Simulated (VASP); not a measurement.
# CdHg2S3 (P6_3mc) in VASP: further runs, part 2 of 2

VASP 6.6.1. The steps go on from the part before.

### 4 Relaxation of cell and atoms, PBE

This run uses another cell than the first one, of 24.82 Å³/atom, 0.931 times its volume.

INCAR reads:

```
PREC = Accurate
ENCUT = 600
EDIFF = 1E-7
ISMEAR = 0
SIGMA = 0.1
LREAL = F
LASPH = T
NELM = 100
ALGO = Normal
ISIF = 3
LWAVE = F
LCHARG = F
GGA = PE
IBRION = 2
NSW = 90
EDIFFG = -0.04
```

KPOINTS reads:

```
Automatic mesh
0
Gamma
  6 6 1
```

POSCAR reads:

```
CdHg2S3
1.0
    4.1214830200      0.0000000000      0.0000000000
   -2.0607415100      3.5693090000      0.0000000000
    0.0000000000      0.0000000000     20.2430127100
Cd Hg S
2 4 6
Direct
    0.6666666700      0.3333333300      0.8333744400
    0.3333333300      0.6666666700      0.3333744400
    0.6666666700      0.3333333300      0.1667077700
    0.6666666700      0.3333333300      0.5000411100
    0.3333333300      0.6666666700      0.0000411100
    0.3333333300      0.6666666700      0.6667077700
    0.6666666700      0.3333333300      0.2916255600
    0.6666666700      0.3333333300      0.6249588900
    0.6666666700      0.3333333300      0.9582922300
    0.3333333300      0.6666666700      0.1249588900
    0.3333333300      0.6666666700      0.4582922300
    0.3333333300      0.6666666700      0.7916255600
```

Potentials or basis: VASP PAW PBE potentials, release 64 (Cd, Hg, S).

Run with:

```console
$ cat potpaw_PBE.64/Cd/POTCAR potpaw_PBE.64/Hg/POTCAR potpaw_PBE.64/S/POTCAR > POTCAR
$ mpirun -np 1 vasp_std > vasp.out
```

OUTCAR:

```text
PREC = Accurate
   ENCUT = 600
   EDIFF = 1E-7
   ISMEAR = 0
   LREAL = F
   LASPH = T
   NELM = 100
   ISIF = 3
   GGA = PE
   IBRION = 2
   NSW = 90
   EDIFFG = -0.04

 ion  position               nearest neighbor table
   1  0.667  0.333  0.833-  12 2.53  12 2.53  12 2.53   9 2.53
   2  0.333  0.667  0.333-   7 2.53   7 2.53   7 2.53  11 2.53
   3  0.667  0.333  0.167-  10 2.53  10 2.53  10 2.53   7 2.53
   4  0.667  0.333  0.500-  11 2.53  11 2.53  11 2.53   8 2.53
   5  0.333  0.667  0.000-   9 2.53   9 2.53   9 2.53  10 2.53
   6  0.333  0.667  0.667-   8 2.53   8 2.53   8 2.53  12 2.53
   7  0.667  0.333  0.292-   2 2.53   2 2.53   2 2.53   3 2.53
   8  0.667  0.333  0.625-   6 2.53   6 2.53   6 2.53   4 2.53
   9  0.667  0.333  0.958-   5 2.53   5 2.53   5 2.53   1 2.53
  10  0.333  0.667  0.125-   3 2.53   3 2.53   3 2.53   5 2.53
  11  0.333  0.667  0.458-   4 2.53   4 2.53   4 2.53   2 2.53
  12  0.333  0.667  0.792-   1 2.53   1 2.53   1 2.53   6 2.53

  LATTYP: Found a hexagonal cell.
 ALAT       =     4.1214830200
 C/A-ratio  =     4.9115846436

  Lattice vectors:

 A1 = (   4.1214830200,   0.0000000000,   0.0000000000)
 A2 = (  -2.0607415100,   3.5693090000,   0.0000000000)
 A3 = (   0.0000000000,   0.0000000000,  20.2430127100)

Analysis of symmetry for initial positions (statically):
=====================================================================
 Subroutine PRICEL returns:
 Original cell was already a primitive cell.

 Routine SETGRP: Setting up the symmetry group for a
 hexagonal supercell.

 Subroutine GETGRP returns: Found 12 space group operations
 (whereof  6 operations were pure point group operations)
 out of a pool of 24 trial point group operations.

The static configuration has the point symmetry C_3v.
 The point group associated with its full space group is C_6v.

Analysis of symmetry for dynamics (positions and initial velocities):
=====================================================================
 Subroutine PRICEL returns:
[... 120 lines left out ...]
   POTIM  = 0.5000    time-step for ionic-motion
   TEBEG  =    0.0;   TEEND  =   0.0 temperature during run
   PSTRESS=    0.0 pullay stress
   NELECT =     108.0000    total number of electrons
   NUPDOWN=      -1.0000    fix difference up-down
   EMIN   =  10.00;   EMAX   =-10.00  energy-range for DOS
   EFERMI =   0.00;   METHOD = LEGACY
   ISMEAR =     0;   SIGMA  =   0.10  broadening in eV -4-tet -1-fermi 0-gaus
   EFERMI_NEDOS =   21; number of points for ismear=-14 and -15
   IALGO  =     38    algorithm
   IMIX   =      4    mixing-type and parameters
     AMIX     =   0.40;   BMIX     =  1.00
     AMIX_MAG =   1.60;   BMIX_MAG =  1.00
  volume/ion in A,a.u.               =      24.82       167.47
  Fermi-wavevector in a.u.,A,eV,Ry     =   1.167468  2.206195 18.544503  1.362983
  Thomas-Fermi vector in A             =   2.303968
   LORBIT       =      0    0 simple, 1 ext, 2 COOP (PROOUT), +10 PAW based schemes
   GGA     = PE    functional components
   LHFCALC =     F    Hartree Fock is set to
   AEXX    =    0.0000 exact exchange contribution
   IVDW    =     0    specifies the selected vdW correction
   LEPSILON=     F    determine dielectric tensor
   LRPA    =     F    only Hartree local field effects (RPA)
 conjugate gradient relaxation of ions
 non-spin polarized calculation
 Gauss-broadening in eV      SIGMA  =   0.10
  energy-cutoff  :      600.00
  volume of cell :      297.79
 maximum number of plane-waves:      9982
 NGX is ok and might be reduce to    36
   NGX = 17   NGY = 17   NGZ = 81

--------------------------------------- Ionic step        1  -------------------------------------------

 number of electron     108.0000005 magnetization

 Free energy of the ion-electron system (eV)
  ---------------------------------------------------
  ext. energy  EPLUGINS =         0.00000000
  ---------------------------------------------------
  free energy    TOTEN  =       -30.12441736 eV

  energy without entropy =      -30.12028738  energy(sigma->0) =      -30.12235237

------------------------ aborting loop because EDIFF is reached ----------------------------------------

  FORCE on cell =-STRESS in cart. coord.  units (eV):
  Direction    XX          YY          ZZ          XY          YZ          ZX
  --------------------------------------------------------------------------------------
  -------------------------------------------------------------------------------------
  Total        8.6178520      8.6178520      8.5217302      0.0000000      0.0000000      0.0000000
  in kB       46.3656980     46.3656981     45.8485445      0.0000000      0.0000000      0.0000000
  external PRESSURE =      46.1933135 kB  Pullay stress =       0.0000000 kB
[... 263 lines left out ...]
--------------------------------------- Ionic step        7  -------------------------------------------

 number of electron     107.9999996 magnetization

 Free energy of the ion-electron system (eV)
  ---------------------------------------------------
  ext. energy  EPLUGINS =         0.00000000
  ---------------------------------------------------
  free energy    TOTEN  =       -30.44610650 eV

  energy without entropy =      -30.44142073  energy(sigma->0) =      -30.44376361

 E-fermi :   1.2979     XC(G=0):  -8.9203

 val. band max:        1.2721104666   @ k =   0.0000   0.0000   0.0000
 cond. band min:       2.4738993179   @ k =   0.0000   0.0000   0.0000
 fundamental gap:      1.2017888513
 Fermi energy:         1.2978803567

 k-point     1 :       0.0000    0.0000    0.0000
  band No.  band energies     occupation
      1     -11.3190      2.00000
      2     -11.2630      2.00000
      3     -11.1314      2.00000
      4     -11.0169      2.00000
      5     -10.8902      2.00000
      6     -10.8330      2.00000
[... 497 lines left out ...]
  FREE ENERGIE OF THE ION-ELECTRON SYSTEM (eV)
  ---------------------------------------------------
  free  energy   TOTEN  =       -30.4461065008 eV

  energy  without entropy=      -30.4414207274  energy(sigma->0) =      -30.44376361

 reached required accuracy - stopping structural energy minimisation
```

It took 26 min on 1 thread of Intel Xeon Platinum 8259CL at 2.50GHz (Skylake/Cascade Lake), shared host; peak memory 0.61 GiB.

What came out:

```yaml
Free_energy: -30.4461 eV
Relaxed_volume: 26.73 Å³/atom
Relaxed_cell: a = 4.230 Å, b = 4.230 Å, c = 20.707 Å, α = 90.00°, β = 90.00°, γ = 120.00°
Space_group_after_relaxing_to_0.05_Å: P6_3mc (No. 186)
Energy_gained_by_relaxing: 26.8 meV/atom
Ionic_steps: 7
Pressure_after_relaxing: 0.1 GPa
Largest_force_after_relaxing: 0.026 eV/Å
Band_gap_on_the_k_mesh: zero (filled and empty bands touch)
```

Forces in eV/Å, atoms in the order of the input:
```
Cd   0.000  0.000 -0.010
Cd   0.000  0.000 -0.010
Hg   0.000  0.000  0.020
Hg   0.000  0.000 -0.026
Hg   0.000  0.000 -0.026
Hg   0.000  0.000  0.020
S    0.000  0.000 -0.005
S    0.000  0.000  0.012
S    0.000  0.000  0.009
S    0.000  0.000  0.012
S    0.000  0.000  0.009
S    0.000  0.000 -0.005
```

The path:
```tsv
step	energy change (eV)	largest force (eV/Å)	pressure (GPa)	volume (Å³)
1	0.0000	0.1965	4.62	297.79
2	-0.2830	0.0999	-1.26	329.70
3	-0.3166	0.1194	0.00	321.19
4	-0.3165	0.1182	-0.08	321.67
5	-0.3185	0.0828	-0.07	321.63
6	-0.3210	0.0473	-0.06	321.52
7	-0.3217	0.0258	0.05	320.81
```

Final structure:
```yaml
crystal:
  lattice:
    - [4.22961, 0.00000, 0.00000]
    - [-2.11481, 3.66295, 0.00000]
    - [0.00000, 0.00000, 20.70674]
  atoms:
    - { symbol: Cd, position: [0.66667, 0.33333, 0.83270] }
    - { symbol: Cd, position: [0.33333, 0.66667, 0.33270] }
    - { symbol: Hg, position: [0.66667, 0.33333, 0.16715] }
    - { symbol: Hg, position: [0.66667, 0.33333, 0.49957] }
    - { symbol: Hg, position: [0.33333, 0.66667, 0.99957] }
    - { symbol: Hg, position: [0.33333, 0.66667, 0.66715] }
    - { symbol: S, position: [0.66667, 0.33333, 0.29307] }
    - { symbol: S, position: [0.66667, 0.33333, 0.62504] }
    - { symbol: S, position: [0.66667, 0.33333, 0.95746] }
    - { symbol: S, position: [0.33333, 0.66667, 0.12504] }
    - { symbol: S, position: [0.33333, 0.66667, 0.45746] }
    - { symbol: S, position: [0.33333, 0.66667, 0.79307] }
```

Levels at points of the mesh, in eV from the Fermi level:
```csv
k point,band 50,band 51,band 52,band 53,band 54,band 55,band 56,band 57,band 58,band 59
"(0.00, 0.00, 0.00)",-0.18,-0.14,-0.14,-0.05,-0.03,-0.03,1.18,1.35,1.60,2.08
"(0.50, 0.00, 0.00)",-1.29,-1.25,-1.12,-1.07,-0.85,2.15,2.46,2.54,2.76,3.32
```

Caveat: spin-orbit coupling is left out, which moves the levels of the heavy elements.

### 5 The runs side by side

```tsv
task	cell	cutoff (eV)	gap on the mesh (eV)	pressure (GPa)	largest force (eV/Å)
single point	a = 4.227, b = 4.227, c = 20.670 Å, angles 90.0, 90.0, 120.0°, 12 atoms	520	none	0.2	0.01
single point	a = 4.121, b = 4.121, c = 20.243 Å, angles 90.0, 90.0, 120.0°, 12 atoms	520	0.05	4.6	0.20
relaxation of cell and atoms	relaxed from a = 4.121, b = 4.121, c = 20.243 Å, angles 90.0, 90.0, 120.0°, 12 atoms	600	none	0.1	0.03
```

Alike in all rows: level PBE; potentials or basis VASP PAW PBE potentials, release 64 (Cd, Hg, S); no spin polarisation; k mesh 6 × 6 × 1; smearing gaussian 0.1 eV.

Caveats: spin-orbit coupling is left out, which moves the levels of the heavy elements.

Total energies depend on the potentials used, so only differences within one code and one set of settings carry meaning.
